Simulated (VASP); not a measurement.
# Si (Fd-3m) in VASP: further runs

Si is run at these levels: PBE, LDA, r2SCAN; tasks: single point.

All numbers are computed with VASP 6.6.1; they aren't measurements. Logs are shortened: lines on timing, memory, paths and dates and some standing lists are left out, and cuts for length are marked.

**1. The cell of the first run**

It takes space group Fd-3m (No. 227, cubic). Conventional cell: a = 5.470 Å, b = 5.470 Å, c = 5.470 Å, α = 90.00°, β = 90.00°, γ = 90.00°. Si (site symmetry -43m) has 4 Si at 2.37 Å within 3.1 Å.

**2. Single point, PBE**

Input file INCAR:

```
ALGO = Normal ; EDIFF = 1E-6
ENCUT = 500 ; GGA = PE
GGA_COMPAT = F ; ISIF = 2
ISMEAR = -1 ; LASPH = T
LCHARG = F ; LREAL = Auto
LWAVE = F ; NBANDS = 86
NELM = 120 ; PREC = Accurate
SIGMA = 0.01
```

Input file KPOINTS:

```
k-points
0
Gamma
  1 1 1
```

Input file POSCAR:

```
Si
1.0
   -5.4697269700      5.4697269700      5.4697269700
    5.4697269700     -5.4697269700      5.4697269700
    5.4697269700      5.4697269700     -5.4697269700
Si
32
Direct
    0.0000000000      0.0000000000      0.2500000000
    0.0000000000      0.2500000000      0.0000000000
    0.0000000000      0.5000000000      0.7500000000
    0.0000000000      0.7500000000      0.5000000000
    0.2500000000      0.0000000000      0.0000000000
    0.2500000000      0.2500000000      0.7500000000
    0.2500000000      0.5000000000      0.5000000000
    0.2500000000      0.7500000000      0.2500000000
    0.5000000000      0.0000000000      0.7500000000
    0.5000000000      0.2500000000      0.5000000000
    0.5000000000      0.5000000000      0.2500000000
    0.5000000000      0.7500000000      0.0000000000
    0.7500000000      0.0000000000      0.5000000000
    0.7500000000      0.2500000000      0.2500000000
    0.7500000000      0.5000000000      0.0000000000
    0.7500000000      0.7500000000      0.7500000000
    0.0000000000      0.0000000000      0.5000000000
    0.0000000000      0.2500000000      0.2500000000
    0.0000000000      0.5000000000      0.0000000000
    0.0000000000      0.7500000000      0.7500000000
    0.2500000000      0.0000000000      0.2500000000
    0.2500000000      0.2500000000      0.0000000000
    0.2500000000      0.5000000000      0.7500000000
    0.2500000000      0.7500000000      0.5000000000
    0.5000000000      0.0000000000      0.0000000000
    0.5000000000      0.2500000000      0.7500000000
    0.5000000000      0.5000000000      0.5000000000
    0.5000000000      0.7500000000      0.2500000000
    0.7500000000      0.0000000000      0.7500000000
    0.7500000000      0.2500000000      0.5000000000
    0.7500000000      0.5000000000      0.2500000000
    0.7500000000      0.7500000000      0.0000000000
```

Potentials or basis: VASP PAW PBE potentials, release 64 (Si).

Started as:

```
> cat potpaw_PBE.64/Si/POTCAR > POTCAR
> mpirun -np 1 vasp_gam > vasp.out
```

OUTCAR:

```text
EDIFF = 1E-6
   ENCUT = 500
   GGA = PE
   ISIF = 2
   ISMEAR = -1
   LASPH = T
   LREAL = Auto
   NELM = 120
   PREC = Accurate

 ion  position               nearest neighbor table
   1  0.000  0.000  0.250-  17 2.37  18 2.37  21 2.37  32 2.37
   2  0.000  0.250  0.000-  18 2.37  19 2.37  22 2.37  29 2.37
   3  0.000  0.500  0.750-  19 2.37  20 2.37  23 2.37  30 2.37
   4  0.000  0.750  0.500-  17 2.37  20 2.37  24 2.37  31 2.37
   5  0.250  0.000  0.000-  20 2.37  21 2.37  22 2.37  25 2.37
   6  0.250  0.250  0.750-  17 2.37  22 2.37  23 2.37  26 2.37
[... 24 lines left out ...]
  31  0.750  0.500  0.250-   4 2.37  11 2.37  14 2.37  15 2.37
  32  0.750  0.750  0.000-   1 2.37  12 2.37  15 2.37  16 2.37

  LATTYP: Found a body centered cubic cell.
 ALAT       =    10.9394539400

  Lattice vectors:

 A1 = (  -5.4697269700,   5.4697269700,   5.4697269700)
 A2 = (   5.4697269700,  -5.4697269700,   5.4697269700)
 A3 = (   5.4697269700,   5.4697269700,  -5.4697269700)

Analysis of symmetry for initial positions (statically):
=====================================================================
 Subroutine PRICEL returns following result:

  LATTYP: Found a face centered cubic cell.
 ALAT       =     5.4697269700

  Lattice vectors:

 A1 = (   2.7348634850,  -2.7348634850,   0.0000000000)
 A2 = (   0.0000000000,  -2.7348634850,  -2.7348634850)
 A3 = (   2.7348634850,  -0.0000000000,  -2.7348634850)

  16 primitive cells build up your supercell.

 Routine SETGRP: Setting up the symmetry group for a
 body centered cubic supercell.

 Subroutine GETGRP returns: Found 48 space group operations
 (whereof 24 operations were pure point group operations)
 out of a pool of 48 trial point group operations.

The static configuration has the point symmetry T_d .
 The point group associated with its full space group is O_h .

Analysis of symmetry for dynamics (positions and initial velocities):
=====================================================================
 Subroutine PRICEL returns following result:

  LATTYP: Found a face centered cubic cell.
 ALAT       =     5.4697269700

[... 89 lines left out ...]
   LASPH  =      T    aspherical Exc in radial PAW
   ENCUT  =  500.0 eV  36.75 Ry    6.06 a.u.  17.27 17.27 17.27*2*pi/ulx,y,z
   NELM   =    120;   NELMIN=  2; NELMDL= -5     # of ELM steps
   EDIFF  = 0.1E-05   stopping-criterion for ELM
   LREAL  =      T    real-space projection
   EDIFFG = 0.1E-04   stopping-criterion for IOM
   NSW    =      0    number of steps for IOM
   IBRION =     -1    ionic relax: 0-MD 1-quasi-New 2-CG
   NFREE  =      0    steps in history (QN), initial steepest desc. (CG)
   ISIF   =      2    stress and relaxation
   ISYM   =      2    0-nonsym 1-usesym 2-fastsym
   POTIM  = 0.5000    time-step for ionic-motion
   TEBEG  =    0.0;   TEEND  =   0.0 temperature during run
   PSTRESS=    0.0 pullay stress
   NELECT =     128.0000    total number of electrons
   NUPDOWN=      -1.0000    fix difference up-down
   EMIN   =  10.00;   EMAX   =-10.00  energy-range for DOS
   EFERMI =   0.00;   METHOD = LEGACY
   ISMEAR =    -1;   SIGMA  =   0.01  broadening in eV -4-tet -1-fermi 0-gaus
   EFERMI_NEDOS =   21; number of points for ismear=-14 and -15
   IALGO  =     38    algorithm
   IMIX   =      4    mixing-type and parameters
     AMIX     =   0.40;   BMIX     =  1.00
     AMIX_MAG =   1.60;   BMIX_MAG =  1.00
  volume/ion in A,a.u.               =      20.46       138.04
  Fermi-wavevector in a.u.,A,eV,Ry     =   0.950224  1.795662 12.285041  0.902925
  Thomas-Fermi vector in A             =   2.078580
   LORBIT       =      0    0 simple, 1 ext, 2 COOP (PROOUT), +10 PAW based schemes
   GGA     = PE    functional components
   LHFCALC =     F    Hartree Fock is set to
   AEXX    =    0.0000 exact exchange contribution
   IVDW    =     0    specifies the selected vdW correction
   LEPSILON=     F    determine dielectric tensor
   LRPA    =     F    only Hartree local field effects (RPA)
 non-spin polarized calculation
  energy-cutoff  :      500.00
  volume of cell :      654.57
 maximum number of plane-waves:      8244
 NGX is ok and might be reduce to    70
   NGX = 35   NGY = 35   NGZ = 35

 number of electron     128.0000009 magnetization

 Free energy of the ion-electron system (eV)
  ---------------------------------------------------
  ext. energy  EPLUGINS =         0.00000000
  ---------------------------------------------------
  free energy    TOTEN  =      -168.88359011 eV

  energy without entropy =     -168.88359011  energy(sigma->0) =     -168.88359011

 E-fermi :   5.9389     XC(G=0):  -9.2903

 val. band max:        5.6768502672   @ k =   0.0000   0.0000   0.0000
 cond. band min:       6.3980039360   @ k =   0.0000   0.0000   0.0000
 fundamental gap:      0.7211536688
 Fermi energy:         5.9388589310

 k-point     1 :       0.0000    0.0000    0.0000
  band No.  band energies     occupation
      1      -6.1478      2.00000
      2      -4.1414      2.00000
      3      -4.1414      2.00000
      4      -4.1414      2.00000
      5      -4.1413      2.00000
      6      -4.1413      2.00000
[... 68 lines left out ...]
     75       8.0883      0.00000
     76       8.0883      0.00000
 [bands above 76 left out]

------------------------ aborting loop because EDIFF is reached ----------------------------------------

  FORCE on cell =-STRESS in cart. coord.  units (eV):
  Direction    XX          YY          ZZ          XY          YZ          ZX
  --------------------------------------------------------------------------------------
  -------------------------------------------------------------------------------------
  Total        4.0433134      4.0433134      4.0433134     -0.0000000     -0.0000000     -0.0000000
  in kB        9.8967147      9.8967147      9.8967147     -0.0000000     -0.0000000     -0.0000000
  external PRESSURE =       9.8967147 kB  Pullay stress =       0.0000000 kB

 VOLUME and BASIS-vectors are now :
 -----------------------------------------------------------------------------
  energy-cutoff  :      500.00
  volume of cell :      654.57
      direct lattice vectors                 reciprocal lattice vectors
    -5.469726970  5.469726970  5.469726970     0.000000000  0.091412241  0.091412241
     5.469726970 -5.469726970  5.469726970     0.091412241  0.000000000  0.091412241
     5.469726970  5.469726970 -5.469726970     0.091412241  0.091412241  0.000000000

 POSITION                                       TOTAL-FORCE (eV/Angst)
 -----------------------------------------------------------------------------------
      1.36743      1.36743     -1.36743        -0.000000     -0.000000     -0.000000
      1.36743     -1.36743      1.36743        -0.000000     -0.000000     -0.000000
      6.83716      1.36743     -1.36743        -0.000000     -0.000000     -0.000000
      6.83716     -1.36743      1.36743        -0.000000      0.000000      0.000000
     -1.36743      1.36743      1.36743        -0.000000      0.000000     -0.000000
      4.10230      4.10230     -1.36743        -0.000000     -0.000000     -0.000000
[... 24 lines left out ...]
      0.00000      2.73486      5.46973        -0.000000      0.000000     -0.000000
      0.00000      0.00000      8.20459         0.000000      0.000000      0.000000
 -----------------------------------------------------------------------------------
    total drift:                               -0.000000      0.000000     -0.000000

  FREE ENERGIE OF THE ION-ELECTRON SYSTEM (eV)
  ---------------------------------------------------
  free  energy   TOTEN  =      -168.8835901133 eV

  energy  without entropy=     -168.8835901133  energy(sigma->0) =     -168.88359011
```

OSZICAR:

```text
N       E                     dE             d eps       ncg     rms          rms(c)
DAV:   1     0.621127228239E+03    0.62113E+03   -0.54100E+04   172   0.126E+03
DAV:   2    -0.102349882792E+03   -0.72348E+03   -0.67851E+03   242   0.206E+02
DAV:   3    -0.170262427565E+03   -0.67913E+02   -0.65321E+02   216   0.581E+01
DAV:   4    -0.172097021656E+03   -0.18346E+01   -0.18182E+01   192   0.112E+01
DAV:   5    -0.172143282375E+03   -0.46261E-01   -0.45968E-01   194   0.189E+00    0.196E+01
DAV:   6    -0.169899865410E+03    0.22434E+01   -0.12297E+00   194   0.235E+00    0.120E+01
DAV:   7    -0.168855776199E+03    0.10441E+01   -0.27041E+00   186   0.364E+00    0.732E-01
DAV:   8    -0.168878032571E+03   -0.22256E-01   -0.11853E-01   172   0.868E-01    0.252E-01
DAV:   9    -0.168882235430E+03   -0.42029E-02   -0.55127E-03   200   0.217E-01    0.229E-01
DAV:  10    -0.168883568217E+03   -0.13328E-02   -0.30828E-03   172   0.139E-01    0.119E-01
DAV:  11    -0.168883583260E+03   -0.15043E-04   -0.94916E-05   172   0.264E-02    0.123E-02
DAV:  12    -0.168883594086E+03   -0.10826E-04   -0.13254E-05   194   0.105E-02    0.113E-02
DAV:  13    -0.168883590260E+03    0.38267E-05   -0.20962E-06   132   0.313E-03    0.601E-04
DAV:  14    -0.168883590113E+03    0.14641E-06   -0.85321E-08    86   0.882E-04
   1 F= -.16888359E+03 E0= -.16888359E+03  d E =-.682087E-11
```

It took 1.8 min on 1 thread of Intel Xeon Platinum 8259CL at 2.50GHz (Skylake/Cascade Lake), shared host; peak memory 0.65 GiB.

Results:

| Quantity | Value |
| --- | --- |
| Free energy | -168.8836 eV |
| Pressure | 1.0 GPa |
| Band gap on the k mesh | 0.72 eV |

Levels at points of the mesh, in eV from the valence-band top:
```
           k point  band 61  band 62  band 63  band 64  band 65  band 66  band 67  band 68
(0.00, 0.00, 0.00)    -1.31     0.00     0.00     0.00     0.72     0.72     0.72     0.72
```

Caveat: the k points lie up to 0.81 Å⁻¹ apart; an odd mesh through Γ misses points on the zone boundary, where band edges can lie.

**3. Single point, LDA**

Input file INCAR:

```
SYSTEM = Si
PREC = Accurate
ENCUT = 500
EDIFF = 1E-6
ISMEAR = -1
SIGMA = 0.01
LREAL = Auto
LASPH = .TRUE.
NELM = 120
ALGO = Normal
ISIF = 2
LWAVE = .FALSE.
LCHARG = .TRUE.
LELF = .TRUE.
LVHAR = .TRUE.
NBANDS = 86
GGA_COMPAT = .FALSE.
```

Input file KPOINTS:

```
Automatic mesh
0
Gamma
  1 1 1
  0.25 0.25 0.25
```

POSCAR is that of step 2.

Potentials or basis: VASP PAW LDA potentials, release 64 (Si).

Started as:

```
> cat potpaw_LDA.64/Si/POTCAR > POTCAR
> mpirun -np 1 vasp_std > vasp.out
```

Run time: 85 s. Hardware: 1 thread of Intel Xeon Platinum 8259CL at 2.50GHz (Skylake/Cascade Lake), shared host; peak memory 0.47 GiB.

It converged, with:

* Free energy: -187.7633 eV
* Pressure: -3.0 GPa
* Band gap on the k mesh: 2.17 eV

Levels at points of the mesh, in eV from the valence-band top:
```csv
k point,band 61,band 62,band 63,band 64,band 65,band 66,band 67,band 68
"(0.25, 0.25, 0.25)",0.00,0.00,0.00,0.00,2.17,2.17,2.17,2.17
```

Caveat: the k points lie up to 0.81 Å⁻¹ apart; a shifted mesh leaves out Γ, where band edges can lie.

**4. Single point, PBE**

Input file INCAR:

```
SYSTEM = Si
  PREC = Accurate
  ENCUT = 500
  EDIFF = 1E-6
  ISMEAR = -1
  SIGMA = 0.01
  LREAL = Auto
  LASPH = .True.
  NELM = 120
  ALGO = Normal
  ISIF = 2
  LWAVE = .False.
  LCHARG = .True.
  GGA = PE
  LELF = .True.
  LVHAR = .True.
  NBANDS = 86
  GGA_COMPAT = .False.
```

KPOINTS is that of step 3.

POSCAR is that of step 3.

Potentials or basis: VASP PAW PBE potentials, release 64 (Si).

Started as:

```
> cat potpaw_PBE.64/Si/POTCAR > POTCAR
> mpirun -np 1 vasp_std > vasp.out
```

OUTCAR:

```text
SYSTEM = Si
   PREC = Accurate
   ENCUT = 500
   EDIFF = 1E-6
   ISMEAR = -1
   LREAL = Auto
   LASPH = .True.
   NELM = 120
   ISIF = 2
   GGA = PE

 ion  position               nearest neighbor table
   1  0.000  0.000  0.250-  17 2.37  18 2.37  21 2.37  32 2.37
   2  0.000  0.250  0.000-  18 2.37  19 2.37  22 2.37  29 2.37
   3  0.000  0.500  0.750-  19 2.37  20 2.37  23 2.37  30 2.37
   4  0.000  0.750  0.500-  17 2.37  20 2.37  24 2.37  31 2.37
   5  0.250  0.000  0.000-  20 2.37  21 2.37  22 2.37  25 2.37
   6  0.250  0.250  0.750-  17 2.37  22 2.37  23 2.37  26 2.37
[... 24 lines left out ...]
  31  0.750  0.500  0.250-   4 2.37  11 2.37  14 2.37  15 2.37
  32  0.750  0.750  0.000-   1 2.37  12 2.37  15 2.37  16 2.37

  LATTYP: Found a body centered cubic cell.
 ALAT       =    10.9394539400

  Lattice vectors:

 A1 = (  -5.4697269700,   5.4697269700,   5.4697269700)
 A2 = (   5.4697269700,  -5.4697269700,   5.4697269700)
 A3 = (   5.4697269700,   5.4697269700,  -5.4697269700)

Analysis of symmetry for initial positions (statically):
=====================================================================
 Subroutine PRICEL returns following result:

  LATTYP: Found a face centered cubic cell.
 ALAT       =     5.4697269700

  Lattice vectors:

 A1 = (   2.7348634850,  -2.7348634850,   0.0000000000)
 A2 = (   0.0000000000,  -2.7348634850,  -2.7348634850)
 A3 = (   2.7348634850,  -0.0000000000,  -2.7348634850)

  16 primitive cells build up your supercell.

 Routine SETGRP: Setting up the symmetry group for a
 body centered cubic supercell.

 Subroutine GETGRP returns: Found 48 space group operations
 (whereof 24 operations were pure point group operations)
 out of a pool of 48 trial point group operations.

The static configuration has the point symmetry T_d .
 The point group associated with its full space group is O_h .

Analysis of symmetry for dynamics (positions and initial velocities):
[... 120 lines left out ...]
  Fermi-wavevector in a.u.,A,eV,Ry     =   0.950224  1.795662 12.285041  0.902925
  Thomas-Fermi vector in A             =   2.078580
   LORBIT       =      0    0 simple, 1 ext, 2 COOP (PROOUT), +10 PAW based schemes
   GGA     = PE    functional components
   LHFCALC =     F    Hartree Fock is set to
   AEXX    =    0.0000 exact exchange contribution
   IVDW    =     0    specifies the selected vdW correction
   LEPSILON=     F    determine dielectric tensor
   LRPA    =     F    only Hartree local field effects (RPA)
 non-spin polarized calculation
  energy-cutoff  :      500.00
  volume of cell :      654.57
 maximum number of plane-waves:     16584
 NGX is ok and might be reduce to    70
   NGX = 35   NGY = 35   NGZ = 35

 number of electron     128.0000009 magnetization

 Free energy of the ion-electron system (eV)
  ---------------------------------------------------
  ext. energy  EPLUGINS =         0.00000000
  ---------------------------------------------------
  free energy    TOTEN  =      -171.04372851 eV

  energy without entropy =     -171.04372851  energy(sigma->0) =     -171.04372851

 E-fermi :   5.1683     XC(G=0):  -9.3013

 val. band max:        4.8992026655   @ k =   0.2500   0.2500   0.2500
 cond. band min:       7.1768982795   @ k =   0.2500   0.2500   0.2500
 fundamental gap:      2.2776956140
 Fermi energy:         5.1682778279

 k-point     1 :       0.2500    0.2500    0.2500
  band No.  band energies     occupation
      1      -5.3860      2.00000
      2      -5.3860      2.00000
      3      -5.3860      2.00000
      4      -5.3860      2.00000
      5      -3.5064      2.00000
      6      -3.5064      2.00000
[... 68 lines left out ...]
     75       7.1769      0.00000
     76       7.1769      0.00000
 [bands above 76 left out]

------------------------ aborting loop because EDIFF is reached ----------------------------------------

  FORCE on cell =-STRESS in cart. coord.  units (eV):
  Direction    XX          YY          ZZ          XY          YZ          ZX
  --------------------------------------------------------------------------------------
  -------------------------------------------------------------------------------------
  Total        1.2614306      1.2614306      1.2614306      0.0000000     -0.0000000      0.0000000
  in kB        3.0875714      3.0875714      3.0875714      0.0000000     -0.0000000      0.0000000
  external PRESSURE =       3.0875714 kB  Pullay stress =       0.0000000 kB

 VOLUME and BASIS-vectors are now :
 -----------------------------------------------------------------------------
  energy-cutoff  :      500.00
  volume of cell :      654.57
      direct lattice vectors                 reciprocal lattice vectors
    -5.469726970  5.469726970  5.469726970     0.000000000  0.091412241  0.091412241
     5.469726970 -5.469726970  5.469726970     0.091412241  0.000000000  0.091412241
     5.469726970  5.469726970 -5.469726970     0.091412241  0.091412241  0.000000000

 POSITION                                       TOTAL-FORCE (eV/Angst)
 -----------------------------------------------------------------------------------
      1.36743      1.36743     -1.36743         0.000000      0.000000      0.000000
      1.36743     -1.36743      1.36743         0.000000      0.000000      0.000000
      6.83716      1.36743     -1.36743         0.000000      0.000000      0.000000
      6.83716     -1.36743      1.36743         0.000000      0.000000      0.000000
     -1.36743      1.36743      1.36743         0.000000      0.000000      0.000000
      4.10230      4.10230     -1.36743         0.000000      0.000000      0.000000
[... 24 lines left out ...]
      0.00000      2.73486      5.46973        -0.000000     -0.000000     -0.000000
      0.00000      0.00000      8.20459        -0.000000     -0.000000     -0.000000
 -----------------------------------------------------------------------------------
    total drift:                               -0.000000      0.000000     -0.000000

  FREE ENERGIE OF THE ION-ELECTRON SYSTEM (eV)
  ---------------------------------------------------
  free  energy   TOTEN  =      -171.0437285123 eV

  energy  without entropy=     -171.0437285123  energy(sigma->0) =     -171.04372851
```

stdout:

```text
POSCAR found type information on POSCAR Si
 POSCAR found :  1 types and      32 ions
 scaLAPACK will be used
 LDA part: xc-table for (Slater+PW92), standard interpolation
 POSCAR, INCAR and KPOINTS ok, starting setup
 FFT: planning ... GRIDC
 FFT: planning ... GRID_SOFT
 FFT: planning ... GRID
 WAVECAR not read
 entering main loop
```

It took 2.2 min on 1 thread of Intel Xeon Platinum 8259CL at 2.50GHz (Skylake/Cascade Lake), shared host; peak memory 0.64 GiB.

Results:

```yaml
Free_energy: -171.0437 eV
Pressure: 0.3 GPa
Band_gap_on_the_k_mesh: 2.28 eV
```

Levels at points of the mesh, in eV from the valence-band top:
```tsv
k point	band 60	band 61	band 62	band 63	band 64	band 65	band 66	band 67	band 68	band 69
(0.25, 0.25, 0.25)	0.00	0.00	0.00	0.00	0.00	2.28	2.28	2.28	2.28	2.28
```

Caveat: the k points lie up to 0.81 Å⁻¹ apart; a shifted mesh leaves out Γ, where band edges can lie.

[end of part 1 of 2]
